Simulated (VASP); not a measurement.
# SnMo (F-43m) in VASP: further runs, part 3 of 3

VASP 6.6.1. Earlier steps stand in the parts before.

## Step 4: Relaxation of cell and atoms, PBE

Contents of INCAR:

```
PREC = Accurate
ENCUT = 600
EDIFF = 1E-6
ISMEAR = 0
SIGMA = 0.1
LREAL = F
LASPH = T
NELM = 60
ALGO = Normal
ISIF = 3
LWAVE = F
LCHARG = F
GGA = PE
IBRION = 2
NSW = 90
EDIFFG = -0.04
```

Contents of KPOINTS:

```
Automatic mesh
0
Gamma
  6 6 6
```

Contents of POSCAR:

```
SnMo
1.0
    0.0000000000      2.8268332103      2.8268332103
    2.8268332103      0.0000000000      2.8268332103
    2.8268332103      2.8268332103      0.0000000000
Sn Mo
1 1
Direct
    0.0000000000      0.0000000000      0.0000000000
    0.7500000000      0.7500000000      0.7500000000
```

Potentials or basis: VASP PAW PBE potentials, release 64 (Sn_d, Mo_sv).

On the command line:

```
cat potpaw_PBE.64/Sn_d/POTCAR potpaw_PBE.64/Mo_sv/POTCAR > POTCAR
mpirun -np 1 vasp_std > vasp.out
```

OUTCAR:

```text
PREC = Accurate
   ENCUT = 600
   EDIFF = 1E-6
   ISMEAR = 0
   LREAL = F
   LASPH = T
   NELM = 60
   ISIF = 3
   GGA = PE
   IBRION = 2
   NSW = 90
   EDIFFG = -0.04

 ion  position               nearest neighbor table
   1  0.000  0.000  0.000-   2 2.45   2 2.45   2 2.45   2 2.45
   2  0.750  0.750  0.750-   1 2.45   1 2.45   1 2.45   1 2.45

  LATTYP: Found a face centered cubic cell.
 ALAT       =     5.6536664206

  Lattice vectors:

 A1 = (   0.0000000000,   2.8268332103,   2.8268332103)
 A2 = (   2.8268332103,   0.0000000000,   2.8268332103)
 A3 = (   2.8268332103,   2.8268332103,   0.0000000000)

Analysis of symmetry for initial positions (statically):
=====================================================================
 Subroutine PRICEL returns:
 Original cell was already a primitive cell.

 Routine SETGRP: Setting up the symmetry group for a
 face centered cubic supercell.

 Subroutine GETGRP returns: Found 24 space group operations
 (whereof 24 operations were pure point group operations)
 out of a pool of 48 trial point group operations.

The static configuration has the point symmetry T_d .

Analysis of symmetry for dynamics (positions and initial velocities):
=====================================================================
 Subroutine PRICEL returns:
 Original cell was already a primitive cell.

 Routine SETGRP: Setting up the symmetry group for a
 face centered cubic supercell.

 Subroutine GETGRP returns: Found 24 space group operations
 (whereof 24 operations were pure point group operations)
 out of a pool of 48 trial point group operations.

The dynamic configuration has the point symmetry T_d .

 Subroutine INISYM returns: Found 24 space group operations
 (whereof 24 operations are pure point group operations),
 and found     1 'primitive' translations

----------------------------------------------------------------------------------------

                                     Primitive cell

  volume of cell :      45.1784

  direct lattice vectors                    reciprocal lattice vectors
     0.000000000  2.826833210  2.826833210    -0.176876371  0.176876371  0.176876371
     2.826833210  0.000000000  2.826833210     0.176876371 -0.176876371  0.176876371
     2.826833210  2.826833210  0.000000000     0.176876371  0.176876371 -0.176876371

  length of vectors
     3.997745865  3.997745865  3.997745865     0.306358861  0.306358861  0.306358861

  position of ions in fractional coordinates (direct lattice)
     0.000000000  0.000000000  0.000000000
     0.750000000  0.750000000  0.750000000

  ion indices of the primitive-cell ions
   primitive index   ion index
                 1           1
                 2           2

----------------------------------------------------------------------------------------

 KPOINTS: Automatic mesh

Automatic generation of k-mesh.
 Grid dimensions read from file:
 generate k-points for:    6    6    6

 Generating k-lattice:

  Cartesian coordinates                     Fractional coordinates (reciprocal lattice)
    -0.029479395  0.029479395  0.029479395     0.166666667  0.000000000  0.000000000
     0.029479395 -0.029479395  0.029479395     0.000000000  0.166666667  0.000000000
     0.029479395  0.029479395 -0.029479395     0.000000000  0.000000000  0.166666667

  Length of vectors
     0.051059810  0.051059810  0.051059810

  Shift w.r.t. Gamma in fractional coordinates (k-lattice)
     0.000000000  0.000000000  0.000000000

 Subroutine IBZKPT returns following result:
 ===========================================

 Found     16 irreducible k-points:

 Following reciprocal coordinates:
            Coordinates               Weight
  0.000000  0.000000  0.000000      1.000000
  0.166667  0.000000  0.000000      8.000000
  0.333333  0.000000  0.000000      8.000000
  0.500000  0.000000  0.000000      4.000000
  0.166667  0.166667  0.000000      6.000000
  0.333333  0.166667  0.000000     24.000000
[... 8 lines left out ...]
 -0.333333  0.333333  0.166667     24.000000
 -0.333333  0.500000  0.166667     12.000000
   k-points           NKPTS =     16   k-points in BZ     NKDIM =     16   number of bands    NBANDS=     18
   number of dos      NEDOS =    301   number of ions     NIONS =      2
   total plane-waves  NPLWV =  32768
   dimension x,y,z NGX =    32 NGY =   32 NGZ =   32
   dimension x,y,z NGXF=    64 NGYF=   64 NGZF=   64
   ions per type =               1   1
   NGX,Y,Z   is equivalent  to a cutoff of  13.31, 13.31, 13.31 a.u.
   NGXF,Y,Z  is equivalent  to a cutoff of  26.61, 26.61, 26.61 a.u.
 SYSTEM =  unknown system
   PREC   = accura    normal or accurate (medium, high low for compatibility)
   ISTART =      0    job   : 0-new  1-cont  2-samecut
   ICHARG =      2    charge: 1-file 2-atom 10-const
   ISPIN  =      1    spin polarized calculation?
   LNONCOLLINEAR =      F non collinear calculations
   LSORBIT =      F    spin-orbit coupling
   LASPH  =      T    aspherical Exc in radial PAW
   ENCUT  =  600.0 eV  44.10 Ry    6.64 a.u.   7.98  7.98  7.98*2*pi/ulx,y,z
   NELM   =     60;   NELMIN=  2; NELMDL= -5     # of ELM steps
   EDIFF  = 0.1E-05   stopping-criterion for ELM
   LREAL  =      F    real-space projection
   EDIFFG = -.4E-01   stopping-criterion for IOM
   NSW    =     90    number of steps for IOM
   IBRION =      2    ionic relax: 0-MD 1-quasi-New 2-CG
   NFREE  =      1    steps in history (QN), initial steepest desc. (CG)
   ISIF   =      3    stress and relaxation
   ISYM   =      2    0-nonsym 1-usesym 2-fastsym
   POTIM  = 0.5000    time-step for ionic-motion
   TEBEG  =    0.0;   TEEND  =   0.0 temperature during run
   PSTRESS=    0.0 pullay stress
   NELECT =      28.0000    total number of electrons
   NUPDOWN=      -1.0000    fix difference up-down
   EMIN   =  10.00;   EMAX   =-10.00  energy-range for DOS
   EFERMI =   0.00;   METHOD = LEGACY
   ISMEAR =     0;   SIGMA  =   0.10  broadening in eV -4-tet -1-fermi 0-gaus
   EFERMI_NEDOS =   21; number of points for ismear=-14 and -15
   IALGO  =     38    algorithm
   IMIX   =      4    mixing-type and parameters
     AMIX     =   0.40;   BMIX     =  1.00
     AMIX_MAG =   1.60;   BMIX_MAG =  1.00
  volume/ion in A,a.u.               =      22.59       152.44
  Fermi-wavevector in a.u.,A,eV,Ry     =   1.395781  2.637644 26.506938  1.948205
  Thomas-Fermi vector in A             =   2.519199
   LORBIT       =      0    0 simple, 1 ext, 2 COOP (PROOUT), +10 PAW based schemes
   GGA     = PE    functional components
   LHFCALC =     F    Hartree Fock is set to
   AEXX    =    0.0000 exact exchange contribution
   IVDW    =     0    specifies the selected vdW correction
   LEPSILON=     F    determine dielectric tensor
   LRPA    =     F    only Hartree local field effects (RPA)
 conjugate gradient relaxation of ions
 non-spin polarized calculation
 Gauss-broadening in eV      SIGMA  =   0.10
  energy-cutoff  :      600.00
  volume of cell :       45.18
 maximum number of plane-waves:      1527
   NGX = 15   NGY = 15   NGZ = 15

--------------------------------------- Ionic step        1  -------------------------------------------

 number of electron      28.0000004 magnetization

 Free energy of the ion-electron system (eV)
  ---------------------------------------------------
  ext. energy  EPLUGINS =         0.00000000
  ---------------------------------------------------
  free energy    TOTEN  =       -10.21629964 eV

  energy without entropy =      -10.20080140  energy(sigma->0) =      -10.20855052

 E-fermi :   8.1672     XC(G=0): -10.9628

 val. band max:        8.1348693329   @ k =   0.3333   0.0000   0.0000
 cond. band min:       8.1795861889   @ k =   0.1667   0.1667   0.0000
 fundamental gap:      0.0447168559
 Fermi energy:         8.1671939409

 k-point     1 :       0.0000    0.0000    0.0000
  band No.  band energies     occupation
      1     -52.2822      2.00000
      2     -26.5178      2.00000
      3     -26.5178      2.00000
      4     -26.5178      2.00000
      5     -12.5191      2.00000
      6     -12.5191      2.00000
[... 809 lines left out ...]
  energy  without entropy=      -11.2313147743  energy(sigma->0) =      -11.24498320

--------------------------------------- Ionic step        5  -------------------------------------------

 number of electron      27.9999996 magnetization

 Free energy of the ion-electron system (eV)
  ---------------------------------------------------
  ext. energy  EPLUGINS =         0.00000000
  ---------------------------------------------------
  free energy    TOTEN  =       -11.25888175 eV

  energy without entropy =      -11.23185284  energy(sigma->0) =      -11.24536729

 E-fermi :   5.3650     XC(G=0):  -9.7043

 val. band max:        5.3591941096   @ k =   0.3333   0.0000   0.0000
 cond. band min:       5.3974838404   @ k =   0.1667   0.1667   0.0000
 fundamental gap:      0.0382897308
 Fermi energy:         5.3649551894

 k-point     1 :       0.0000    0.0000    0.0000
  band No.  band energies     occupation
      1     -55.3182      2.00000
      2     -29.4372      2.00000
      3     -29.4372      2.00000
      4     -29.4372      2.00000
      5     -15.0808      2.00000
      6     -15.0808      2.00000
[... 354 lines left out ...]
  FREE ENERGIE OF THE ION-ELECTRON SYSTEM (eV)
  ---------------------------------------------------
  free  energy   TOTEN  =       -11.2588817458 eV

  energy  without entropy=      -11.2318528368  energy(sigma->0) =      -11.24536729

 reached required accuracy - stopping structural energy minimisation
```

CONTCAR:

```text
SnMo
   1.00000000000000
     0.0000000000000000    3.0828661267266697    3.0828661267266697
     3.0828661267266697    0.0000000000000000    3.0828661267266697
     3.0828661267266697    3.0828661267266697    0.0000000000000000
  Sn              Mo
     1     1
Direct
     0.0000000000000000    0.0000000000000000    0.0000000000000000
     0.7500000000000000    0.7500000000000000    0.7500000000000000

  0.00000000E+00  0.00000000E+00  0.00000000E+00
  0.00000000E+00  0.00000000E+00  0.00000000E+00
```

Run time: 88 s. Hardware: 1 thread of Intel Xeon 8259CL, shared host; peak memory 0.19 GiB.

Results:

```yaml
Free_energy: -11.2589 eV
Relaxed_volume: 29.30 Å³/atom
Relaxed_cell: a = 4.360 Å, b = 4.360 Å, c = 4.360 Å, α = 60.00°, β = 60.00°, γ = 60.00°
Space_group_after_relaxing_to_0.05_Å: F-43m (No. 216)
Energy_gained_by_relaxing: 521.3 meV/atom
Ionic_steps: 5
Pressure_after_relaxing: 0.1 GPa
Band_gap_on_the_k_mesh: zero (band 14 reaches 5.51 eV, above the bottom of band 15 at 5.29 eV)
```

The path:
```
step  energy change (eV)  largest force (eV/Å)  pressure (GPa)  volume (Å³)
   1              0.0000                0.0000           31.45        45.18
   2             -0.0726                0.0000          -10.37        80.82
   3             -1.0400                0.0000           -0.96        59.50
   4             -1.0424                0.0000           -0.30        58.90
   5             -1.0426                0.0000            0.06        58.60
```

Final structure:
```
Sn Mo
1.0
     0.00000    3.08287    3.08287
     3.08287    0.00000    3.08287
     3.08287    3.08287    0.00000
Sn Mo
1 1
Cartesian
  0.0000 0.0000 0.0000
  4.6243 4.6243 4.6243
```

Caveat: the volume moved by over 15 % at a fixed basis, so the end points are rough; spin-orbit coupling is left out, which moves the levels of the heavy elements.

## Step 5: The runs side by side

```tsv
task	cell	cutoff (eV)	gap on the mesh (eV)	pressure (GPa)
single point	a = 3.998 Å, angles 60.0°, 2 atoms	520	none	31.5
single point	a = 4.358 Å, angles 60.0°, 2 atoms	520	none	0.1
relaxation of cell and atoms	relaxed from a = 3.998 Å, angles 60.0°, 2 atoms	600	none	0.1
```

Alike in all rows: level PBE; potentials or basis VASP PAW PBE potentials, release 64 (Sn_d, Mo_sv); no spin polarisation; k mesh 6 × 6 × 6; smearing gaussian 0.1 eV.

Caveats: spin-orbit coupling is left out, which moves the levels of the heavy elements; the volume moved by over 15 % at a fixed basis, so the end points are rough (some runs).

Total energies depend on the potentials used, so only differences within one code and one set of settings carry meaning.
